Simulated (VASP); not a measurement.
# BN (P4/mmm) in VASP: notebook, part 3 of 3

VASP 6.6.1. The steps go on from the part before.

## Step 5: Single point, PBE, collinear spin, ferromagnetic start

INCAR

```
PREC = Accurate
ENCUT = 520
EDIFF = 1E-6
ISMEAR = 0
SIGMA = 0.1
LREAL = F
LASPH = T
NELM = 150
ALGO = Normal
ISIF = 2
LWAVE = F
LCHARG = F
ISPIN = 2
MAGMOM = 0 0 0 0 1 1 1 1
LORBIT = 11
GGA = PE
NBANDS = 30
```

KPOINTS

```
regular mesh
0
Gamma
  4 4 6
```

POSCAR

```
BN
1.0
    4.1221119800      0.0000000000      0.0000000000
    0.0000000000      4.1221119800      0.0000000000
    0.0000000000      0.0000000000      3.3177623400
B N
4 4
Direct
    0.2422528100      0.0000000000      0.5000000000
    0.7577471900      0.0000000000      0.5000000000
    0.0000000000      0.2422528100      0.5000000000
    0.0000000000      0.7577471900      0.5000000000
    0.5000000000      0.0000000000      0.7874207200
    0.0000000000      0.5000000000      0.7874207200
    0.5000000000      0.0000000000      0.2125792800
    0.0000000000      0.5000000000      0.2125792800
```

Potentials or basis: VASP PAW PBE potentials, release 64 (B, N).

On the command line:

```sh
> cat potpaw_PBE.64/B/POTCAR potpaw_PBE.64/N/POTCAR > POTCAR
> mpirun -np 1 vasp_std > vasp.out
```

OUTCAR:

```text
PREC = Accurate
   ENCUT = 520
   EDIFF = 1E-6
   ISMEAR = 0
   LREAL = F
   LASPH = T
   NELM = 150
   ISIF = 2
   ISPIN = 2
   LORBIT = 11
   GGA = PE

 ion  position               nearest neighbor table
   1  0.242  0.000  0.500-   3 1.41   4 1.41   5 1.43   7 1.43   2 2.00   2 2.12
   2  0.758  0.000  0.500-   3 1.41   4 1.41   5 1.43   7 1.43   1 2.00   1 2.12
   3  0.000  0.242  0.500-   1 1.41   2 1.41   6 1.43   8 1.43   4 2.00   4 2.12
   4  0.000  0.758  0.500-   1 1.41   2 1.41   6 1.43   8 1.43   3 2.00   3 2.12
   5  0.500  0.000  0.787-   7 1.41   2 1.43   1 1.43
   6  0.000  0.500  0.787-   8 1.41   4 1.43   3 1.43
   7  0.500  0.000  0.213-   5 1.41   2 1.43   1 1.43
   8  0.000  0.500  0.213-   6 1.41   4 1.43   3 1.43

  LATTYP: Found a simple tetragonal cell.
 ALAT       =     4.1221119800
[... 1736 lines left out ...]
      2.06106      0.00000      2.61247         0.000000      0.000000      8.985047
      0.00000      2.06106      2.61247         0.000000      0.000000      8.985047
      2.06106      0.00000      0.70529         0.000000      0.000000     -8.985047
      0.00000      2.06106      0.70529         0.000000      0.000000     -8.985047
 -----------------------------------------------------------------------------------
    total drift:                                0.000000      0.000000     -0.000000

  FREE ENERGIE OF THE ION-ELECTRON SYSTEM (eV)
  ---------------------------------------------------
  free  energy   TOTEN  =       -51.2351146739 eV

  energy  without entropy=      -51.2252452308  energy(sigma->0) =      -51.23017995

 total charge

# of ion       s       p       d       tot
------------------------------------------
    1        0.860   1.881   0.000   2.740
    2        0.860   1.881   0.000   2.740
    3        0.860   1.881   0.000   2.740
    4        0.860   1.881   0.000   2.740
    5        1.247   2.653   0.000   3.900
    6        1.247   2.653   0.000   3.900
    7        1.247   2.653   0.000   3.900
    8        1.247   2.653   0.000   3.900
--------------------------------------------------
tot          8.427  18.136   0.000  26.563

 magnetization (x)

# of ion       s       p       d       tot
------------------------------------------
    1       -0.000  -0.000   0.000  -0.000
    2       -0.000  -0.000   0.000  -0.000
    3       -0.000  -0.000   0.000  -0.000
    4       -0.000  -0.000   0.000  -0.000
    5        0.000  -0.000   0.000   0.000
    6        0.000  -0.000   0.000   0.000
    7        0.000  -0.000   0.000   0.000
    8        0.000  -0.000   0.000   0.000
--------------------------------------------------
tot          0.000  -0.000   0.000  -0.000
```

OSZICAR:

```text
N       E                     dE             d eps       ncg     rms          rms(c)
DAV:   1     0.132608287591E+03    0.13261E+03   -0.16903E+04  2880   0.103E+03
DAV:   2    -0.508926612916E+02   -0.18350E+03   -0.17006E+03  3606   0.265E+02
DAV:   3    -0.583149685103E+02   -0.74223E+01   -0.73148E+01  3720   0.488E+01
DAV:   4    -0.583707617205E+02   -0.55793E-01   -0.55763E-01  3562   0.470E+00
DAV:   5    -0.583713397381E+02   -0.57802E-03   -0.57800E-03  3646   0.436E-01    0.179E+01
DAV:   6    -0.524650725504E+02    0.59063E+01   -0.73177E+00  3304   0.184E+01    0.836E+00
DAV:   7    -0.513909084262E+02    0.10742E+01   -0.19296E+00  3494   0.844E+00    0.435E+00
DAV:   8    -0.512148445729E+02    0.17606E+00   -0.61567E-01  3304   0.439E+00    0.167E+00
DAV:   9    -0.512267317905E+02   -0.11887E-01   -0.40062E-02  3114   0.124E+00    0.895E-01
DAV:  10    -0.512341851817E+02   -0.74534E-02   -0.57983E-03  3048   0.550E-01    0.180E-01
DAV:  11    -0.512347811687E+02   -0.59599E-03   -0.87056E-04  3226   0.199E-01    0.687E-02
DAV:  12    -0.512349873275E+02   -0.20616E-03   -0.11840E-04  3102   0.734E-02    0.359E-02
DAV:  13    -0.512351101687E+02   -0.12284E-03   -0.80577E-05  3018   0.554E-02    0.136E-02
DAV:  14    -0.512351139315E+02   -0.37627E-05   -0.57143E-06  3336   0.184E-02    0.628E-03
DAV:  15    -0.512351146739E+02   -0.74247E-06   -0.69265E-07  2590   0.533E-03
   1 F= -.51235115E+02 E0= -.51230180E+02  d E =-.986944E-02  mag=    -0.0000
```

stdout:

```text
POSCAR found type information on POSCAR B N
 POSCAR found :  2 types and       8 ions
 scaLAPACK will be used
 LDA part: xc-table for (Slater+PW92), standard interpolation
 POSCAR, INCAR and KPOINTS ok, starting setup
 FFT: planning ... GRIDC
 FFT: planning ... GRID_SOFT
 FFT: planning ... GRID
 WAVECAR not read
 entering main loop
```

Wall time 50 s (1 thread of Intel Xeon Platinum 8559C (Emerald Rapids), shared host); peak memory 0.21 GiB.

What came out:

| Item | Value |
| --- | --- |
| Free energy | -51.2351 eV |
| Pressure | 83.1 GPa |
| Largest force | 11.847 eV/Å |
| Band gap on the k mesh | zero (filled and empty bands overlap) |
| Net moment | 0.00 μB per cell |
| Valence electrons inside the program's atomic spheres | B 2.74; N 3.90 |

Forces on the atoms (eV/Å):
```
B    11.847   0.000   0.000
B   -11.847   0.000   0.000
B     0.000  11.847   0.000
B     0.000 -11.847   0.000
N     0.000   0.000   8.985
N     0.000   0.000   8.985
N     0.000   0.000  -8.985
N     0.000   0.000  -8.985
```

Levels at points of the mesh, in eV from the Fermi level:
Spin up:
```csv
k point,band 14,band 15,band 16,band 17,band 18,band 19
"(0.00, 0.00, 0.00)",-2.98,0.55,0.55,0.71,0.71,2.45
"(0.50, 0.00, 0.00)",-0.90,-0.82,-0.01,0.43,0.48,5.32
"(0.50, 0.50, 0.00)",-3.26,-2.82,-0.55,1.00,1.47,6.68
"(0.00, 0.00, 0.50)",-3.45,-3.45,-2.65,0.56,2.82,2.82
"(0.50, 0.00, 0.50)",-4.84,-4.56,0.24,1.25,2.36,2.61
"(0.50, 0.50, 0.50)",-3.42,-2.92,-2.92,-1.73,4.46,4.49
```
Spin down:
```csv
k point,band 12,band 13,band 14,band 15,band 16,band 17,band 18,band 19,band 20,band 21
"(0.00, 0.00, 0.00)",-4.81,-4.81,-2.98,0.55,0.55,0.71,0.71,2.45,4.63,7.91
"(0.50, 0.00, 0.00)",-5.33,-4.71,-0.90,-0.82,-0.01,0.43,0.48,5.32,7.33,7.78
"(0.50, 0.50, 0.00)",-5.19,-3.26,-3.26,-2.82,-0.55,1.00,1.47,6.68,7.81,9.73
"(0.00, 0.00, 0.50)",-4.40,-4.40,-3.45,-3.45,-2.65,0.56,2.82,2.82,4.77,5.27
"(0.50, 0.00, 0.50)",-5.39,-4.93,-4.84,-4.56,0.24,1.25,2.36,2.61,5.04,5.10
"(0.50, 0.50, 0.50)",-5.12,-5.05,-3.42,-2.92,-2.92,-1.73,4.46,4.49,5.03,5.03
```

Caveat: the k points lie up to 0.38 Å⁻¹ apart, too coarse for converged energies and pressures of a metal; forces of over 1 eV/Å act on the atoms, so gaps and moduli don't describe the material at rest.

## Step 6: Single point, PBE

This run uses another cell than the first one, of 9.60 Å³/atom.

INCAR

```
SYSTEM = BN
PREC = Accurate
ENCUT = 520
EDIFF = 1E-6
ISMEAR = 0
SIGMA = 0.1
LREAL = .False.
LASPH = .True.
NELM = 60
ALGO = Normal
ISIF = 2
LWAVE = .False.
LCHARG = .False.
GGA = PE
NBANDS = 26
```

KPOINTS

```
regular mesh
0
Gamma
  8 8 12
  0 0 0
```

POSCAR

```
BN
1.0
    4.7606875209      0.0000000000      0.0000000000
    0.0000000000      4.7606875209      0.0000000000
    0.0000000000      0.0000000000      3.3868837188
B N
4 4
Direct
    0.2691041110      0.0000000000      0.5000000000
    0.7308958890      0.0000000000      0.5000000000
    0.0000000000      0.2691041110      0.5000000000
    0.0000000000      0.7308958890      0.5000000000
    0.5000000000      0.0000000000      0.8122565917
    0.0000000000      0.5000000000      0.8122565917
    0.5000000000      0.0000000000      0.1877434083
    0.0000000000      0.5000000000      0.1877434083
```

Potentials or basis: VASP PAW PBE potentials, release 64 (B, N).

On the command line:

```sh
> cat potpaw_PBE.64/B/POTCAR potpaw_PBE.64/N/POTCAR > POTCAR
> mpirun -np 1 vasp_std > vasp.out
```

It took 2 min on 1 thread of Intel Xeon Platinum 8559C (Emerald Rapids), shared host; peak memory 0.27 GiB.

The run converged. Its results:

```
Free energy            : -59.8341 eV
Pressure               : 0.1 GPa
Largest force          : 0.062 eV/Å
Band gap on the k mesh : zero (bands 16 and 17 overlap by 2.25 eV)
```

Forces on the atoms (eV/Å):
```
B    0.000  0.000  0.000
B    0.000  0.000  0.000
B    0.000  0.000  0.000
B    0.000  0.000  0.000
N    0.000  0.000 -0.062
N    0.000  0.000 -0.062
N    0.000  0.000  0.062
N    0.000  0.000  0.062
```

Stress tensor (GPa, compression positive):
```
-0.11  0.00  0.00
 0.00 -0.11  0.00
 0.00  0.00  0.45
```

Levels at points of the mesh, in eV from the Fermi level:
```
           k point  band 14  band 15  band 16  band 17  band 18  band 19
(0.00, 0.00, 0.00)    -1.38    -0.34    -0.34     1.15     1.15     3.97
(0.50, 0.00, 0.00)    -1.58    -1.23     0.04     1.05     1.09     5.65
(0.50, 0.50, 0.00)    -2.80    -2.63     0.62     0.96     1.53     6.53
(0.00, 0.00, 0.50)    -2.87    -2.87    -0.89     1.24     2.36     2.36
(0.50, 0.00, 0.50)    -4.20    -3.69     0.37     0.83     2.51     2.54
(0.50, 0.50, 0.50)    -3.01    -2.26    -2.26    -1.57     3.89     4.79
```

## Step 7: Summary

```csv
task,spin,cell,k mesh,cutoff (eV),gap on the mesh (eV),pressure (GPa),largest force (eV/Å)
single point,off,"a = 4.122, b = 4.122, c = 3.318 Å, 8 atoms, atomic positions A",4 × 4 × 6,520,none,83.1,11.85
single point,off,"a = 4.771, b = 4.771, c = 3.383 Å, 8 atoms, atomic positions B",4 × 4 × 6,520,none,0.0,0.06
relaxation of cell and atoms,off,"relaxed from a = 4.122, b = 4.122, c = 3.318 Å, 8 atoms, atomic positions A",4 × 4 × 6,600,none,0.0,0.02
single point,"collinear, ferromagnetic start","a = 4.122, b = 4.122, c = 3.318 Å, 8 atoms, atomic positions A",4 × 4 × 6,520,none,83.1,11.85
single point,off,"a = 4.761, b = 4.761, c = 3.387 Å, 8 atoms, atomic positions B",8 × 8 × 12,520,none,0.1,0.06
```

Alike in all rows: level PBE; potentials or basis VASP PAW PBE potentials, release 64 (B, N); smearing gaussian 0.1 eV.

Caveats: some runs use coarse meshes; forces of over 1 eV/Å act on the atoms, so gaps and moduli don't describe the material at rest (at least some runs); the volume moved by over 15 % at a fixed basis, so the end points are rough (at least some runs).

Total energies depend on the potentials used, so only differences within one code and one set of settings carry meaning.
